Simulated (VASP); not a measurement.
# Te2Mo in VASP: further runs

Te2Mo is run at these levels: LDA; tasks: single point.

All numbers are computed with VASP 6.6.1; they aren't measurements. Logs are shortened: lines on timing, memory, paths and dates and some standing lists are left out, and cuts for length are marked.

## (1) The cell of the first run

The cell holds a slab with vacuum, 3 atoms: a = 3.467 Å, b = 3.467 Å, c = 17.520 Å, α = 90.00°, β = 90.00°, γ = 120.00°.

## (2) Single point, LDA (atom 3 (Mo) moved -0.020 Å along Cartesian [0 0 1])

Input file INCAR:

```
SYSTEM = Te2Mo
  PREC = Accurate
  ENCUT = 520
  EDIFF = 1E-6
  ISMEAR = 0
  SIGMA = 0.05
  LREAL = .FALSE.
  LASPH = .TRUE.
  NELM = 100
  ALGO = Normal
  ISIF = 2
  LWAVE = .FALSE.
  LCHARG = .TRUE.
  LELF = .TRUE.
  LVHAR = .TRUE.
  NBANDS = 20
```

Input file KPOINTS:

```
Automatic mesh
0
G
  12 12 2
  0 0 0
```

Input file POSCAR:

```
Te2Mo
1.0
    3.4665480215      0.0000000000      0.0000000000
   -1.7332740108      3.0021186501      0.0000000000
    0.0000000000      0.0000000000     17.5198113284
Te Mo
2 1
Direct
    0.3333333333      0.6666666667      0.8975342416
    0.3333333333      0.6666666667      0.1024657584
    0.0000000000      0.0000000000     -0.0011415648
```

Potentials or basis: VASP PAW LDA potentials, release 64 (Te, Mo_sv).

Started as:

```
$ cat potpaw_LDA.64/Te/POTCAR potpaw_LDA.64/Mo_sv/POTCAR > POTCAR
$ mpirun -np 1 vasp_std > vasp.out
```

OUTCAR:

```text
SYSTEM = Te2Mo
   PREC = Accurate
   ENCUT = 520
   EDIFF = 1E-6
   ISMEAR = 0
   LREAL = .FALSE.
   LASPH = .TRUE.
   NELM = 100
   ISIF = 2

 ion  position               nearest neighbor table
   1  0.333  0.667  0.898-   3 2.68   3 2.68   3 2.68   2 3.59
   2  0.333  0.667  0.102-   3 2.70   3 2.70   3 2.70   1 3.59
   3  0.000  0.000  0.999-   1 2.68   1 2.68   1 2.68   2 2.70   2 2.70   2 2.70

  LATTYP: Found a hexagonal cell.
 ALAT       =     3.4665480215
 C/A-ratio  =     5.0539646991

  Lattice vectors:

 A1 = (   3.4665480215,   0.0000000000,   0.0000000000)
 A2 = (  -1.7332740108,   3.0021186501,   0.0000000000)
 A3 = (   0.0000000000,   0.0000000000,  17.5198113284)

Analysis of symmetry for initial positions (statically):
=====================================================================
 Subroutine PRICEL returns:
 Original cell was already a primitive cell.

 Routine SETGRP: Setting up the symmetry group for a
 hexagonal supercell.

 Subroutine GETGRP returns: Found  6 space group operations
 (whereof  6 operations were pure point group operations)
 out of a pool of 24 trial point group operations.

The static configuration has the point symmetry C_3v.

Analysis of symmetry for dynamics (positions and initial velocities):
=====================================================================
 Subroutine PRICEL returns:
 Original cell was already a primitive cell.

 Routine SETGRP: Setting up the symmetry group for a
 hexagonal supercell.

 Subroutine GETGRP returns: Found  6 space group operations
 (whereof  6 operations were pure point group operations)
 out of a pool of 24 trial point group operations.

The dynamic configuration has the point symmetry C_3v.

 Subroutine INISYM returns: Found  6 space group operations
 (whereof  6 operations are pure point group operations),
 and found     1 'primitive' translations

----------------------------------------------------------------------------------------

                                     Primitive cell

  volume of cell :     182.3285

  direct lattice vectors                    reciprocal lattice vectors
     3.466548021  0.000000000  0.000000000     0.288471411  0.166549047  0.000000000
    -1.733274011  3.002118650  0.000000000     0.000000000  0.333098094  0.000000000
     0.000000000  0.000000000 17.519811328     0.000000000  0.000000000  0.057078240

  length of vectors
     3.466548021  3.466548022 17.519811328     0.333098094  0.333098094  0.057078240

  position of ions in fractional coordinates (direct lattice)
     0.333333333  0.666666667  0.897534242
     0.333333333  0.666666667  0.102465758
     0.000000000  0.000000000  0.998858435

  ion indices of the primitive-cell ions
   primitive index   ion index
                 1           1
                 2           2
                 3           3

----------------------------------------------------------------------------------------

 KPOINTS: Automatic mesh

Automatic generation of k-mesh.
 Grid dimensions read from file:
 generate k-points for:   12   12    2

 Generating k-lattice:

  Cartesian coordinates                     Fractional coordinates (reciprocal lattice)
     0.024039284  0.013879087  0.000000000     0.083333333  0.000000000  0.000000000
     0.000000000  0.027758174  0.000000000     0.000000000  0.083333333  0.000000000
     0.000000000  0.000000000  0.028539120     0.000000000  0.000000000  0.500000000

  Length of vectors
     0.027758174  0.027758174  0.028539120

  Shift w.r.t. Gamma in fractional coordinates (k-lattice)
     0.000000000  0.000000000  0.000000000

 Subroutine IBZKPT returns following result:
 ===========================================

 Found     38 irreducible k-points:

 Following reciprocal coordinates:
            Coordinates               Weight
  0.000000  0.000000  0.000000      1.000000
  0.083333  0.000000  0.000000      6.000000
  0.166667  0.000000  0.000000      6.000000
  0.250000  0.000000  0.000000      6.000000
  0.333333  0.000000  0.000000      6.000000
  0.416667  0.000000  0.000000      6.000000
[... 16 lines left out ...]
  0.250000  0.000000  0.500000      6.000000
  0.333333  0.000000  0.500000      6.000000
 [... further k-points ...]
   k-points           NKPTS =     38   k-points in BZ     NKDIM =     38   number of bands    NBANDS=     20
   number of dos      NEDOS =    301   number of ions     NIONS =      3
   total plane-waves  NPLWV = 109760
   dimension x,y,z NGX =    28 NGY =   28 NGZ =  140
   dimension x,y,z NGXF=    56 NGYF=   56 NGZF=  280
   ions per type =               2   1
   NGX,Y,Z   is equivalent  to a cutoff of  13.43, 13.43, 13.28 a.u.
   NGXF,Y,Z  is equivalent  to a cutoff of  26.86, 26.86, 26.57 a.u.
 SYSTEM =  Te2Mo
   PREC   = accura    normal or accurate (medium, high low for compatibility)
   ISTART =      0    job   : 0-new  1-cont  2-samecut
   ICHARG =      2    charge: 1-file 2-atom 10-const
   ISPIN  =      1    spin polarized calculation?
   LNONCOLLINEAR =      F non collinear calculations
   LSORBIT =      F    spin-orbit coupling
   LASPH  =      T    aspherical Exc in radial PAW
   ENCUT  =  520.0 eV  38.22 Ry    6.18 a.u.   6.45  6.45 32.58*2*pi/ulx,y,z
   NELM   =    100;   NELMIN=  2; NELMDL= -5     # of ELM steps
   EDIFF  = 0.1E-05   stopping-criterion for ELM
   LREAL  =      F    real-space projection
   EDIFFG = 0.1E-04   stopping-criterion for IOM
   NSW    =      0    number of steps for IOM
   IBRION =     -1    ionic relax: 0-MD 1-quasi-New 2-CG
   NFREE  =      0    steps in history (QN), initial steepest desc. (CG)
   ISIF   =      2    stress and relaxation
   ISYM   =      2    0-nonsym 1-usesym 2-fastsym
   POTIM  = 0.5000    time-step for ionic-motion
   TEBEG  =    0.0;   TEEND  =   0.0 temperature during run
   PSTRESS=    0.0 pullay stress
   NELECT =      26.0000    total number of electrons
   NUPDOWN=      -1.0000    fix difference up-down
   EMIN   =  10.00;   EMAX   =-10.00  energy-range for DOS
   EFERMI =   0.00;   METHOD = LEGACY
   ISMEAR =     0;   SIGMA  =   0.05  broadening in eV -4-tet -1-fermi 0-gaus
   EFERMI_NEDOS =   21; number of points for ismear=-14 and -15
   IALGO  =     38    algorithm
   IMIX   =      4    mixing-type and parameters
     AMIX     =   0.40;   BMIX     =  1.00
     AMIX_MAG =   1.60;   BMIX_MAG =  1.00
  volume/ion in A,a.u.               =      60.78       410.14
  Fermi-wavevector in a.u.,A,eV,Ry     =   0.855292  1.616268  9.952995  0.731525
  Thomas-Fermi vector in A             =   1.972019
   LORBIT       =      0    0 simple, 1 ext, 2 COOP (PROOUT), +10 PAW based schemes
   GGA     = CA    functional components
   LHFCALC =     F    Hartree Fock is set to
   AEXX    =    0.0000 exact exchange contribution
   IVDW    =     0    specifies the selected vdW correction
   LEPSILON=     F    determine dielectric tensor
   LRPA    =     F    only Hartree local field effects (RPA)
 non-spin polarized calculation
 Gauss-broadening in eV      SIGMA  =   0.05
  energy-cutoff  :      520.00
  volume of cell :      182.33
 maximum number of plane-waves:      4961
 NGX is ok and might be reduce to    28
   NGX = 13   NGY = 13   NGZ = 65

 number of electron      26.0000002 magnetization

 Free energy of the ion-electron system (eV)
  ---------------------------------------------------
  ext. energy  EPLUGINS =         0.00000000
  ---------------------------------------------------
  free energy    TOTEN  =       -20.46722989 eV

  energy without entropy =      -20.46722989  energy(sigma->0) =      -20.46722989

 E-fermi :   0.5209     XC(G=0):  -4.9450

 val. band max:        0.1758512949   @ k =   0.3333   0.3333   0.5000
 cond. band min:       1.4176583612   @ k =   0.3333   0.3333   0.0000
 fundamental gap:      1.2418070662
 Fermi energy:         0.5209396178

 k-point     1 :       0.0000    0.0000    0.0000
  band No.  band energies     occupation
      1     -60.0454      2.00000
      2     -34.4427      2.00000
      3     -34.2623      2.00000
      4     -34.2623      2.00000
      5     -12.6929      2.00000
      6     -11.6964      2.00000
[... 12 lines left out ...]
     19       4.9813      0.00000
     20       5.9245      0.00000

 k-point     2 :       0.0833    0.0000    0.0000
  band No.  band energies     occupation
      1     -60.0446      2.00000
      2     -34.4403      2.00000
      3     -34.2731      2.00000
      4     -34.2648      2.00000
      5     -12.5892      2.00000
      6     -11.6251      2.00000
[... 12 lines left out ...]
     19       5.1046      0.00000
     20       6.0822      0.00000

 k-point     3 :       0.1667    0.0000    0.0000
  band No.  band energies     occupation
      1     -60.0423      2.00000
      2     -34.4336      2.00000
      3     -34.3023      2.00000
      4     -34.2715      2.00000
      5     -12.2873      2.00000
      6     -11.4177      2.00000
[... 12 lines left out ...]
     19       5.4566      0.00000
     20       6.3946      0.00000

 k-point     4 :       0.2500    0.0000    0.0000
  band No.  band energies     occupation
      1     -60.0391      2.00000
      2     -34.4245      2.00000
      3     -34.3420      2.00000
      4     -34.2807      2.00000
      5     -11.8184      2.00000
      6     -11.0976      2.00000
[... 12 lines left out ...]
     19       5.9848      0.00000
     20       6.7959      0.00000

 k-point     5 :       0.3333    0.0000    0.0000
  band No.  band energies     occupation
      1     -60.0359      2.00000
      2     -34.4155      2.00000
      3     -34.3814      2.00000
      4     -34.2899      2.00000
      5     -11.2502      2.00000
      6     -10.7174      2.00000
[... 12 lines left out ...]
     19       6.1868      0.00000
     20       6.3500      0.00000
[... 353 lines left out ...]
      6     -11.6251      2.00000
[... 12 lines left out ...]
     19       4.9107      0.00000
     20       6.3804      0.00000

 k-point    22 :       0.1667    0.0000    0.5000
  band No.  band energies     occupation
      1     -60.0423      2.00000
      2     -34.4336      2.00000
      3     -34.3023      2.00000
      4     -34.2715      2.00000
      5     -12.2873      2.00000
      6     -11.4177      2.00000
[... 12 lines left out ...]
     19       5.2621      0.00000
     20       6.7158      0.00000

 k-point    23 :       0.2500    0.0000    0.5000
  band No.  band energies     occupation
      1     -60.0391      2.00000
      2     -34.4245      2.00000
      3     -34.3420      2.00000
      4     -34.2807      2.00000
      5     -11.8184      2.00000
      6     -11.0976      2.00000
[... 12 lines left out ...]
     19       5.8100      0.00000
     20       7.1282      0.00000

 k-point    24 :       0.3333    0.0000    0.5000
  band No.  band energies     occupation
      1     -60.0359      2.00000
      2     -34.4155      2.00000
      3     -34.3814      2.00000
      4     -34.2899      2.00000
      5     -11.2502      2.00000
      6     -10.7174      2.00000
[... 12 lines left out ...]
     19       6.2073      0.00000
     20       6.3051      0.00000

 [... further k-points ...]

------------------------ aborting loop because EDIFF is reached ----------------------------------------

  FORCE on cell =-STRESS in cart. coord.  units (eV):
  Direction    XX          YY          ZZ          XY          YZ          ZX
  --------------------------------------------------------------------------------------
  -------------------------------------------------------------------------------------
  Total        0.1175293      0.1175293      0.1926533     -0.0000000      0.0000000      0.0000000
  in kB        1.0327665      1.0327665      1.6929048     -0.0000000      0.0000000      0.0000000
  external PRESSURE =       1.2528126 kB  Pullay stress =       0.0000000 kB

 VOLUME and BASIS-vectors are now :
 -----------------------------------------------------------------------------
  energy-cutoff  :      520.00
  volume of cell :      182.33
      direct lattice vectors                 reciprocal lattice vectors
     3.466548021  0.000000000  0.000000000     0.288471411  0.166549047  0.000000000
    -1.733274011  3.002118650  0.000000000     0.000000000  0.333098094  0.000000000
     0.000000000  0.000000000 17.519811328     0.000000000  0.000000000  0.057078240

 POSITION                                       TOTAL-FORCE (eV/Angst)
 -----------------------------------------------------------------------------------
     -0.00000      2.00141     15.72463         0.000000     -0.000000     -0.292666
     -0.00000      2.00141      1.79518        -0.000000      0.000000     -0.172924
      0.00000      0.00000     17.49981        -0.000000      0.000000      0.465590
 -----------------------------------------------------------------------------------
    total drift:                                0.000000     -0.000000      0.000175

  FREE ENERGIE OF THE ION-ELECTRON SYSTEM (eV)
  ---------------------------------------------------
  free  energy   TOTEN  =       -20.4672298867 eV

  energy  without entropy=      -20.4672298867  energy(sigma->0) =      -20.46722989
```

Wall time 3.3 min (1 thread of Intel Xeon Platinum 8488C (Sapphire Rapids), shared host); peak memory 0.33 GiB.

Results:

| Item | Value |
| --- | --- |
| Free energy | -20.4672 eV |
| Largest force | 0.466 eV/Å |
| Band gap on the k mesh | 1.24 eV |

Forces on the atoms (eV/Å):
```
Te   0.000  0.000 -0.293
Te   0.000  0.000 -0.173
Mo   0.000  0.000  0.466
```

Levels at points of the mesh, in eV from the valence-band top:
```csv
k point,band 11,band 12,band 13,band 14,band 15,band 16
"(0.00, 0.00, 0.00)",-0.82,-0.82,-0.58,3.37,3.37,3.70
"(0.50, 0.00, 0.00)",-1.68,-0.76,-0.14,1.59,1.89,3.43
"(0.00, 0.00, 0.50)",-0.82,-0.82,-0.58,3.37,3.37,3.70
"(0.50, 0.00, 0.50)",-1.68,-0.76,-0.14,1.59,1.89,3.43
```

Caveat: the cell differs from its parent crystal (atom 3 (Mo) moved -0.020 Å along Cartesian [0 0 1]); there is no dipole correction, which matters where the two faces differ; spin-orbit coupling is left out, which moves the levels of the heavy elements.

(Continued in part 2 of 2.)
